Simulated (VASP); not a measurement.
# Pb (Fm-3m) in VASP: notebook

Pb is run at these levels: BLYP; tasks: single point.

All numbers are computed with VASP 6.6.1; they aren't measurements. Logs are shortened: lines on timing, memory, paths and dates and some standing lists are left out, and cuts for length are marked.

## (1) The cell of the first run

The structure is cubic, space group Fm-3m (No. 225). The conventional cell has a = 5.314 Å, b = 5.314 Å, c = 5.314 Å, α = 90.00°, β = 90.00°, γ = 90.00°. Within 4.9 Å of Pb (site symmetry m-3m) lie 12 Pb at 3.76 Å.

## (2) Single point, BLYP (volume scaled by 1.08)

The input, INCAR:

```
PREC = Accurate
ENCUT = 520
EDIFF = 1E-7
ISMEAR = -1
SIGMA = 0.1
LREAL = False
LASPH = True
NELM = 100
ALGO = Normal
ISIF = 2
LWAVE = False
LCHARG = False
GGA = B5
ALDAX = 1.0
AGGAX = 1.0
AGGAC = 1.0
ALDAC = 0.0
NBANDS = 13
```

The input, KPOINTS:

```
Automatic mesh
0
Gamma
  17 17 17
```

The input, POSCAR:

```
Pb
1.0
    0.0000000000      2.6568727742      2.6568727742
    2.6568727742      0.0000000000      2.6568727742
    2.6568727742      2.6568727742      0.0000000000
Pb
1
Direct
    0.0000000000      0.0000000000      0.0000000000
```

Potentials or basis: VASP PAW PBE potentials, release 64 (Pb_d).

The run is started by

```console
$ cat potpaw_PBE.64/Pb_d/POTCAR > POTCAR
$ mpirun -np 1 vasp_std > vasp.out
```

OUTCAR:

```text
PREC = Accurate
   ENCUT = 520
   EDIFF = 1E-7
   ISMEAR = -1
   LREAL = False
   LASPH = True
   NELM = 100
   ISIF = 2
   GGA = B5

 ion  position               nearest neighbor table
   1  0.000  0.000  0.000-

  LATTYP: Found a face centered cubic cell.
 ALAT       =     5.3137455484

  Lattice vectors:

 A1 = (   0.0000000000,   2.6568727742,   2.6568727742)
 A2 = (   2.6568727742,   0.0000000000,   2.6568727742)
 A3 = (   2.6568727742,   2.6568727742,   0.0000000000)

Analysis of symmetry for initial positions (statically):
=====================================================================
 Subroutine PRICEL returns:
 Original cell was already a primitive cell.

 Routine SETGRP: Setting up the symmetry group for a
 face centered cubic supercell.

 Subroutine GETGRP returns: Found 48 space group operations
[... 9 lines left out ...]

 Routine SETGRP: Setting up the symmetry group for a
 face centered cubic supercell.

 Subroutine GETGRP returns: Found 48 space group operations
[... 11 lines left out ...]
                                     Primitive cell

  volume of cell :      37.5096

  direct lattice vectors                    reciprocal lattice vectors
     0.000000000  2.656872774  2.656872774    -0.188191172  0.188191172  0.188191172
     2.656872774  0.000000000  2.656872774     0.188191172 -0.188191172  0.188191172
     2.656872774  2.656872774  0.000000000     0.188191172  0.188191172 -0.188191172

  length of vectors
     3.757385511  3.757385511  3.757385511     0.325956671  0.325956671  0.325956671

  position of ions in fractional coordinates (direct lattice)
     0.000000000  0.000000000  0.000000000

  ion indices of the primitive-cell ions
   primitive index   ion index
                 1           1

----------------------------------------------------------------------------------------

 KPOINTS: Automatic mesh

Automatic generation of k-mesh.
 Grid dimensions read from file:
 generate k-points for:   17   17   17

 Generating k-lattice:

  Cartesian coordinates                     Fractional coordinates (reciprocal lattice)
    -0.011070069  0.011070069  0.011070069     0.058823529  0.000000000  0.000000000
     0.011070069 -0.011070069  0.011070069     0.000000000  0.058823529  0.000000000
     0.011070069  0.011070069 -0.011070069     0.000000000  0.000000000  0.058823529

  Length of vectors
     0.019173922  0.019173922  0.019173922

  Shift w.r.t. Gamma in fractional coordinates (k-lattice)
     0.000000000  0.000000000  0.000000000

 Subroutine IBZKPT returns following result:
 ===========================================

 Found    165 irreducible k-points:

 Following reciprocal coordinates:
            Coordinates               Weight
  0.000000  0.000000  0.000000      1.000000
  0.058824  0.000000  0.000000      8.000000
  0.117647  0.000000  0.000000      8.000000
  0.176471  0.000000  0.000000      8.000000
  0.235294  0.000000  0.000000      8.000000
  0.294118  0.000000  0.000000      8.000000
[... 16 lines left out ...]
 -0.176471  0.058824  0.000000     24.000000
 -0.117647  0.058824  0.000000     24.000000
 [... further k-points ...]
   k-points           NKPTS =    165   k-points in BZ     NKDIM =    165   number of bands    NBANDS=     13
   number of dos      NEDOS =    301   number of ions     NIONS =      1
   total plane-waves  NPLWV =  21952
   dimension x,y,z NGX =    28 NGY =   28 NGZ =   28
   dimension x,y,z NGXF=    56 NGYF=   56 NGZF=   56
   ions per type =               1
   NGX,Y,Z   is equivalent  to a cutoff of  12.39, 12.39, 12.39 a.u.
   NGXF,Y,Z  is equivalent  to a cutoff of  24.78, 24.78, 24.78 a.u.
 SYSTEM =  unknown system
   PREC   = accura    normal or accurate (medium, high low for compatibility)
   ISTART =      0    job   : 0-new  1-cont  2-samecut
   ICHARG =      2    charge: 1-file 2-atom 10-const
   ISPIN  =      1    spin polarized calculation?
   LNONCOLLINEAR =      F non collinear calculations
   LSORBIT =      F    spin-orbit coupling
   LASPH  =      T    aspherical Exc in radial PAW
   ENCUT  =  520.0 eV  38.22 Ry    6.18 a.u.   6.99  6.99  6.99*2*pi/ulx,y,z
   NELM   =    100;   NELMIN=  2; NELMDL= -5     # of ELM steps
   EDIFF  = 0.1E-06   stopping-criterion for ELM
   LREAL  =      F    real-space projection
   EDIFFG = 0.1E-05   stopping-criterion for IOM
   NSW    =      0    number of steps for IOM
   IBRION =     -1    ionic relax: 0-MD 1-quasi-New 2-CG
   NFREE  =      0    steps in history (QN), initial steepest desc. (CG)
   ISIF   =      2    stress and relaxation
   ISYM   =      2    0-nonsym 1-usesym 2-fastsym
   POTIM  = 0.5000    time-step for ionic-motion
   TEBEG  =    0.0;   TEEND  =   0.0 temperature during run
   PSTRESS=    0.0 pullay stress
   NELECT =      14.0000    total number of electrons
   NUPDOWN=      -1.0000    fix difference up-down
   EMIN   =  10.00;   EMAX   =-10.00  energy-range for DOS
   EFERMI =   0.00;   METHOD = LEGACY
   ISMEAR =    -1;   SIGMA  =   0.10  broadening in eV -4-tet -1-fermi 0-gaus
   EFERMI_NEDOS =   21; number of points for ismear=-14 and -15
   IALGO  =     38    algorithm
   IMIX   =      4    mixing-type and parameters
     AMIX     =   0.40;   BMIX     =  1.00
     AMIX_MAG =   1.60;   BMIX_MAG =  1.00
  volume/ion in A,a.u.               =      37.51       253.13
  Fermi-wavevector in a.u.,A,eV,Ry     =   1.178700  2.227421 18.903044  1.389335
  Thomas-Fermi vector in A             =   2.315025
   LORBIT       =      0    0 simple, 1 ext, 2 COOP (PROOUT), +10 PAW based schemes
   GGA     = B5    functional components
   LHFCALC =     F    Hartree Fock is set to
   AEXX    =    0.0000 exact exchange contribution
   IVDW    =     0    specifies the selected vdW correction
   LEPSILON=     F    determine dielectric tensor
   LRPA    =     F    only Hartree local field effects (RPA)
 non-spin polarized calculation
  energy-cutoff  :      520.00
  volume of cell :       37.51
 maximum number of plane-waves:      1027
   NGX = 13   NGY = 13   NGZ = 13

 number of electron      14.0000004 magnetization

 Free energy of the ion-electron system (eV)
  ---------------------------------------------------
  ext. energy  EPLUGINS =         0.00000000
  ---------------------------------------------------
  free energy    TOTEN  =        -2.86858571 eV

  energy without entropy =       -2.84862783  energy(sigma->0) =       -2.85860677

 E-fermi :   5.6182     XC(G=0):  -8.6383

 val. band max:        5.6053669890   @ k =  -0.4118   0.3529   0.1765
 cond. band min:       5.6703574219   @ k =  -0.3529   0.4706   0.1176
 fundamental gap:      0.0649904329
 Fermi energy:         5.6182280799

 k-point     1 :       0.0000    0.0000    0.0000
  band No.  band energies     occupation
      1     -11.3833      2.00000
      2     -11.3833      2.00000
      3     -11.3833      2.00000
      4     -11.3109      2.00000
      5     -11.3109      2.00000
      6      -4.9618      2.00000
      7      11.2423      0.00000
      8      11.2423      0.00000
      9      11.2423      0.00000
     10      14.8069      0.00000
     11      15.4389      0.00000
     12      16.7601      0.00000
     13      16.7601      0.00000

 k-point     2 :       0.0588    0.0000    0.0000
  band No.  band energies     occupation
      1     -11.3830      2.00000
      2     -11.3805      2.00000
      3     -11.3805      2.00000
      4     -11.3110      2.00000
      5     -11.3110      2.00000
      6      -4.9100      2.00000
      7      10.6039      0.00000
      8      11.1820      0.00000
      9      11.1820      0.00000
     10      14.9924      0.00000
     11      15.3419      0.00000
     12      16.8706      0.00000
     13      16.8707      0.00000

 k-point     3 :       0.1176    0.0000    0.0000
  band No.  band energies     occupation
      1     -11.3823      2.00000
      2     -11.3736      2.00000
      3     -11.3736      2.00000
      4     -11.3104      2.00000
      5     -11.3104      2.00000
      6      -4.7557      2.00000
      7       9.2861      0.00000
      8      11.0183      0.00000
      9      11.0183      0.00000
     10      14.5429      0.00000
     11      16.1893      0.00000
     12      17.1461      0.00000
     13      17.1461      0.00000

 k-point     4 :       0.1765    0.0000    0.0000
  band No.  band energies     occupation
      1     -11.3814      2.00000
      2     -11.3666      2.00000
      3     -11.3666      2.00000
      4     -11.3058      2.00000
      5     -11.3058      2.00000
      6      -4.5018      2.00000
      7       7.8238      0.00000
      8      10.7917      0.00000
      9      10.7917      0.00000
     10      14.1717      0.00000
     11      17.1570      0.00000
     12      17.2594      0.00000
     13      17.2602      0.00000

 k-point     5 :       0.2353    0.0000    0.0000
  band No.  band energies     occupation
      1     -11.3809      2.00000
      2     -11.3640      2.00000
      3     -11.3640      2.00000
      4     -11.2944      2.00000
      5     -11.2944      2.00000
      6      -4.1558      2.00000
      7       6.3930      0.00086
      8      10.5444      0.00000
      9      10.5444      0.00000
     10      13.9104      0.00000
     11      16.7053      0.00000
     12      16.9085      0.00000
     13      16.9085      0.00000

 k-point     6 :       0.2941    0.0000    0.0000
  band No.  band energies     occupation
      1     -11.3809      2.00000
      2     -11.3660      2.00000
      3     -11.3660      2.00000
      4     -11.2776      2.00000
      5     -11.2776      2.00000
      6      -3.7338      2.00000
      7       5.0698      1.99173
      8      10.3107      0.00000
      9      10.3107      0.00000
     10      13.7461      0.00000
     11      16.0852      0.00000
     12      16.4931      0.00000
     13      16.4931      0.00000

 k-point     7 :       0.3529    0.0000    0.0000
  band No.  band energies     occupation
      1     -11.3814      2.00000
      2     -11.3700      2.00000
      3     -11.3700      2.00000
      4     -11.2603      2.00000
      5     -11.2603      2.00000
      6      -3.2691      2.00000
      7       3.9144      2.00000
      8      10.1154      0.00000
      9      10.1154      0.00000
     10      13.6629      0.00000
     11      15.5799      0.00000
     12      16.1565      0.00000
     13      16.1565      0.00000
[... 193 lines left out ...]
 k-point    20 :      -0.3529    0.0588    0.0000
  band No.  band energies     occupation
      1     -11.3795      2.00000
      2     -11.3709      2.00000
      3     -11.3680      2.00000
      4     -11.2627      2.00000
      5     -11.2509      2.00000
      6      -3.0766      2.00000
      7       3.6238      2.00000
      8       9.3853      0.00000
      9      10.1932      0.00000
     10      14.0562      0.00000
     11      14.8592      0.00000
     12      16.0095      0.00000
     13      17.1093      0.00000

 k-point    21 :      -0.2941    0.0588    0.0000
  band No.  band energies     occupation
      1     -11.3800      2.00000
      2     -11.3661      2.00000
      3     -11.3640      2.00000
      4     -11.2813      2.00000
      5     -11.2644      2.00000
      6      -3.5399      2.00000
      7       4.6963      1.99980
      8       9.5005      0.00000
      9      10.4633      0.00000
     10      14.1036      0.00000
     11      15.3014      0.00000
     12      16.2074      0.00000
     13      17.5115      0.00000

 k-point    22 :      -0.2353    0.0588    0.0000
  band No.  band energies     occupation
      1     -11.3809      2.00000
      2     -11.3624      2.00000
      3     -11.3611      2.00000
      4     -11.2996      2.00000
      5     -11.2802      2.00000
      6      -3.9791      2.00000
      7       5.9548      0.06675
      8       9.6939      0.00000
      9      10.7479      0.00000
     10      14.2205      0.00000
     11      15.8559      0.00000
     12      16.5177      0.00000
     13      17.8696      0.00000

 k-point    23 :      -0.1765    0.0588    0.0000
  band No.  band energies     occupation
      1     -11.3822      2.00000
      2     -11.3626      2.00000
      3     -11.3619      2.00000
      4     -11.3120      2.00000
      5     -11.2943      2.00000
      6      -4.3515      2.00000
      7       7.3288      0.00000
      8       9.9580      0.00000
      9      11.0070      0.00000
     10      14.4127      0.00000
     11      16.4801      0.00000
     12      16.8935      0.00000
     13      17.0338      0.00000

 k-point    24 :      -0.1176    0.0588    0.0000
  band No.  band energies     occupation
      1     -11.3835      2.00000
      2     -11.3698      2.00000
      3     -11.3663      2.00000
      4     -11.3154      2.00000
      5     -11.3036      2.00000
      6      -4.6364      2.00000
      7       8.7325      0.00000
      8      10.2876      0.00000
      9      11.1920      0.00000
     10      14.6702      0.00000
     11      16.1400      0.00000
     12      17.0007      0.00000
     13      17.2578      0.00000

 [... further k-points ...]
[... 5 lines left out ...]
  --------------------------------------------------------------------------------------
  -------------------------------------------------------------------------------------
  Total       -0.4554154     -0.4554154     -0.4554154      0.0000000      0.0000000     -0.0000000
  in kB      -19.4525281    -19.4525281    -19.4525281      0.0000000      0.0000000     -0.0000000
  external PRESSURE =     -19.4525281 kB  Pullay stress =       0.0000000 kB

 VOLUME and BASIS-vectors are now :
 -----------------------------------------------------------------------------
  energy-cutoff  :      520.00
  volume of cell :       37.51
      direct lattice vectors                 reciprocal lattice vectors
     0.000000000  2.656872774  2.656872774    -0.188191172  0.188191172  0.188191172
     2.656872774  0.000000000  2.656872774     0.188191172 -0.188191172  0.188191172
     2.656872774  2.656872774  0.000000000     0.188191172  0.188191172 -0.188191172

 POSITION                                       TOTAL-FORCE (eV/Angst)
 -----------------------------------------------------------------------------------
      0.00000      0.00000      0.00000        -0.000000      0.000000     -0.000000
 -----------------------------------------------------------------------------------
    total drift:                               -0.000000     -0.000000     -0.000000

  FREE ENERGIE OF THE ION-ELECTRON SYSTEM (eV)
  ---------------------------------------------------
  free  energy   TOTEN  =        -2.8685857067 eV

  energy  without entropy=       -2.8486278308  energy(sigma->0) =       -2.85860677
```

Run time: 26 s. Hardware: 1 thread of Intel Xeon 6975P-C (Granite Rapids), shared host; peak memory 0.21 GiB.

What came out:

```
Free energy            : -2.8686 eV
Pressure               : -1.9 GPa
Band gap on the k mesh : zero (band 7 reaches 11.24 eV, above the bottom of band 8 at 4.45 eV)
```

Caveat: the PAW data sets were made with another functional, which shifts forces and pressure a little; spin-orbit coupling is left out, which moves the levels of the heavy elements.

## (3) Single point, BLYP (volume scaled by 1.12)

The input, INCAR:

```
SYSTEM = Pb
PREC     = Accurate       ! precision mode
ENCUT    = 520            ! plane-wave cutoff, eV
EDIFF    = 1E-6           ! SCF threshold, eV
ISMEAR   = -1             ! smearing method
SIGMA    = 0.1            ! smearing width, eV
LREAL    = .FALSE.        ! projectors in reciprocal space
LASPH    = .TRUE.         ! aspherical terms in the spheres
NELM     = 60             ! most SCF steps
ALGO     = Normal         ! electronic algorithm
ISIF     = 2              ! what is computed and relaxed
LWAVE    = .FALSE.        ! write WAVECAR
LCHARG   = .FALSE.        ! write CHGCAR
GGA      = B5             ! functional
ALDAX    = 1.0          
AGGAX    = 1.0          
AGGAC    = 1.0          
ALDAC    = 0.0          
NBANDS   = 13             ! bands
```

The input, KPOINTS:

```
regular mesh
0
G
  17 17 17
  0 0 0
```

The input, POSCAR:

```
Pb
1.0
    0.0000000000      2.6892768552      2.6892768552
    2.6892768552      0.0000000000      2.6892768552
    2.6892768552      2.6892768552      0.0000000000
Pb
1
Direct
    0.0000000000      0.0000000000      0.0000000000
```

Potentials or basis: VASP PAW PBE potentials, release 64 (Pb_d).

The run is started by

```console
$ cat potpaw_PBE.64/Pb_d/POTCAR > POTCAR
$ mpirun -np 1 vasp_std > vasp.out
```

Run time: 26 s. Hardware: 1 thread of Intel Xeon 6975P-C (Granite Rapids), shared host; peak memory 0.21 GiB.

It converged, with:

| Item | Value |
| --- | --- |
| Free energy | -2.8491 eV |
| Pressure | -2.7 GPa |
| Band gap on the k mesh | zero (band 7 reaches 10.67 eV, above the bottom of band 8 at 4.18 eV) |

Levels at points of the mesh, in eV from the Fermi level:
```
           k point  band 4  band 5  band 6  band 7  band 8  band 9  band 10  band 11
(0.00, 0.00, 0.00)  -16.93  -16.93  -10.40    5.38    5.38    5.38     8.79     9.77
```

Caveat: the PAW data sets were made with another functional, which shifts forces and pressure a little; spin-orbit coupling is left out, which moves the levels of the heavy elements.
